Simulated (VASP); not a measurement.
Input of a VASP 6.6.1 run:

INCAR

```
SYSTEM = MgO
ALGO = Normal
EDIFF = 1E-7
ENCUT = 520
GGA = PS
ISIF = 2
ISMEAR = 0
LASPH = .True.
LCHARG = .False.
LREAL = .False.
LWAVE = .False.
NBANDS = 26
NELM = 80
PREC = Accurate
SIGMA = 0.05
```

KPOINTS

```
k-points
0
Gamma
  6 6 6
  0 0 0
```

Contents of POSCAR:

```
MgO
1.0
    4.2149416169      0.0000000000      0.0000000000
    0.0000000000     -4.2149416169      0.0000000000
    0.0000000000      0.0000000000     -4.2149416169
Mg O
4 4
Direct
   -0.0533482968      0.0533482968      0.0251486283
    0.5000000000      0.5000000000      0.0000000000
    0.5000000000      0.0000000000      0.5000000000
    0.0000000000      0.5000000000      0.5000000000
    0.5000000000      0.0000000000      0.0000000000
    0.0000000000      0.5000000000      0.0000000000
    0.0000000000      0.0000000000      0.5000000000
    0.5000000000      0.5000000000      0.5000000000
```

Potentials or basis: VASP PAW PBE potentials, release 64 (Mg, O).

Run with:

```bash
$ cat potpaw_PBE.64/Mg/POTCAR potpaw_PBE.64/O/POTCAR > POTCAR
$ mpirun -np 1 vasp_std > vasp.out
```

Q: What does it give for the pressure?

A: 2.7 GPa.

Q: Predict the band gap on the k mesh.

A: 4.59 eV, direct.

Stress tensor (GPa, compression positive):
```
 3.84 -0.32 -0.10
-0.32  3.84 -0.10
-0.10 -0.10  0.53
```

Caveat: the cell differs from its parent crystal (atom 1 (Mg) moved by -0.318 Å along [1 1 0] and -0.106 Å along [0 0 1]); the PAW data sets were made with another functional, which shifts forces and pressure a little.
